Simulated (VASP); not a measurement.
Wanted: the native input for a VASP 6.6.1 run.

```yaml
Task: single point
Functional: LDA
Potentials_or_basis: VASP PAW LDA potentials, release 64 (Hg, Mn_pv)
Cutoff: 520 eV
k_mesh: 6 × 8 × 6
Occupations: fermi-dirac, width 0.1 eV
Spin: collinear spin, antiferromagnetic start
Starting_moments: "[0.0, 0.0, 4.5, -4.5] μB"
Dipole_correction: no
Further_INCAR_settings: ALGO = Normal; EDIFF = 1e-06; NBANDS = 37
```

The structure of MnHg lies in POSCAR:

```
MnHg
1.0
   -3.3250000000      0.0000000000     -3.3250000000
    0.0000000000     -3.3250000000      0.0000000000
   -3.3250000000      0.0000000000      3.3250000000
Hg Mn
2 2
Direct
    0.0000000000      0.0000000000      0.0000000000
    0.5000000000      0.0000000000      0.5000000000
    0.0000000000      0.5000000000      0.5000000000
    0.5000000000      0.5000000000      0.0000000000
```

These files were run (other wordings do the same):

INCAR

```
SYSTEM = MnHg
PREC = Accurate
ENCUT = 520
EDIFF = 1E-6
ISMEAR = -1
SIGMA = 0.1
LREAL = .False.
LASPH = .True.
NELM = 150
ALGO = Normal
ISIF = 2
LWAVE = .False.
LCHARG = .False.
ISPIN = 2
MAGMOM = 0 0 4.5 -4.5
LORBIT = 11
LMAXMIX = 4
NBANDS = 37
```

KPOINTS

```
Automatic mesh
0
Gamma
  6 8 6
  0 0 0
```

Potentials or basis: VASP PAW LDA potentials, release 64 (Hg, Mn_pv).

Command:

```console
$ cat potpaw_LDA.64/Hg/POTCAR potpaw_LDA.64/Mn_pv/POTCAR > POTCAR
$ mpirun -np 1 vasp_std > vasp.out
```

It gave:

| Quantity | Value |
| --- | --- |
| Pressure | -9.3 GPa |
| Band gap on the k mesh | zero (filled and empty bands overlap) |
| Net moment | 0.00 μB per cell |
| Site moments | Hg +0.00; Mn +3.66, -3.66 μB |
| Valence electrons inside the program's atomic spheres | Hg 10.58; Mn 11.42 |

Caveat: the cell stands under tension; spin-orbit coupling is left out, which moves the levels of the heavy elements.

Run time: 81 s on 1 thread of Intel(R) Xeon(R) 6975P-C (Granite Rapids) (shared host), peak memory 0.31 GiB.
